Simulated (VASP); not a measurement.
Runs of VASP 6.6.1 on Os. The structure is that of space group P6_3/mmc (No. 194), or close to it. The cells are those of the table. 

```tsv
cell	gap on the mesh (eV)	pressure (GPa)
a = 2.801, b = 2.801, c = 4.425 Å, angles 90.0, 90.0, 120.0°, 2 atoms	none	(a)
a = 2.640, b = 2.640, c = 4.171 Å, angles 90.0, 90.0, 120.0°, 2 atoms	none	69.8
a = 2.711, b = 2.711, c = 4.283 Å, angles 90.0, 90.0, 120.0°, 2 atoms	none	(b)
a = 2.664, b = 2.664, c = 4.209 Å, angles 90.0, 90.0, 120.0°, 2 atoms	none	51.1
a = 2.779, b = 2.779, c = 4.391 Å, angles 90.0, 90.0, 120.0°, 2 atoms	none	-10.5
```

Alike in all rows: task single point; level PBE; potentials or basis VASP PAW PBE potentials, release 64 (Os); no spin polarisation; k mesh 11 × 11 × 6; cutoff (eV) 520; smearing fermi-dirac 0.1 eV.

Problem. Fill in the values left out.

Solution. (a) -18.2; (b) 21.1.

Caveats: spin-orbit coupling is left out, which moves the levels of the heavy elements.

A k mesh can miss the band edges, and the runs leave out spin-orbit coupling on Os.

A gap of «none» marks levels without a gap at the run's occupations.
